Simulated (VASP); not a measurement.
A run of VASP 6.6.1:

Contents of POSCAR:

```
K2NaScF6
1.0
    0.0000000000      4.2491635600      4.2491635600
    4.2491635600      0.0000000000      4.2491635600
    4.2491635600      4.2491635600      0.0000000000
K Na Sc F
2 1 1 6
Direct
    0.2500000000      0.2500000000      0.2500000000
    0.7500000000      0.7500000000      0.7500000000
    0.5000000000      0.5000000000      0.5000000000
    0.0000000000      0.0000000000      0.0000000000
    0.7631550069      0.2368449931      0.2368449931
    0.2368449931      0.7631550069      0.2368449931
    0.2368449931      0.7631550069      0.7631550069
    0.7631550069      0.2368449931      0.7631550069
    0.2368449931      0.2368449931      0.7631550069
    0.7631550069      0.7631550069      0.2368449931
```

File INCAR.step1:

```
PREC = Accurate
ENCUT = 520
ISMEAR = -1
SIGMA = 0.02
LREAL = False
LASPH = True
NELM = 60
NBANDS = 50
GGA = PE
ALGO = Normal
EDIFF = 1E-4
LWAVE = True
LCHARG = False
```

The input INCAR.step2:

```
PREC = Accurate
ENCUT = 520
EDIFF = 1E-6
ISMEAR = -1
SIGMA = 0.02
LREAL = False
LASPH = True
NELM = 60
ALGO = Normal
ISIF = 2
LWAVE = False
LCHARG = False
METAGGA = R2SCAN
LMIXTAU = True
NBANDS = 50
ISTART = 1
```

File KPOINTS:

```
regular mesh
0
Gamma
  6 6 6
```

Potentials or basis: VASP PAW PBE potentials, release 64 (K_sv, Na_pv, Sc_sv, F).

The run is started by

```console
$ cat potpaw_PBE.64/K_sv/POTCAR potpaw_PBE.64/Na_pv/POTCAR potpaw_PBE.64/Sc_sv/POTCAR potpaw_PBE.64/F/POTCAR > POTCAR
$ cp INCAR.step1 INCAR
$ mpirun -np 1 vasp_std > vasp.out
$ cp INCAR.step2 INCAR
$ mpirun -np 1 vasp_std > vasp.out
```

Hardware: 1 thread of Intel(R) Xeon(R) 6975P-C (Granite Rapids) (shared host).

Q: Estimate the wall time of this run.

A: Wall time 4.9 min on 1 thread of Intel(R) Xeon(R) 6975P-C (Granite Rapids), with other jobs on the host, peak memory 0.43 GiB. Counts: k points 16.
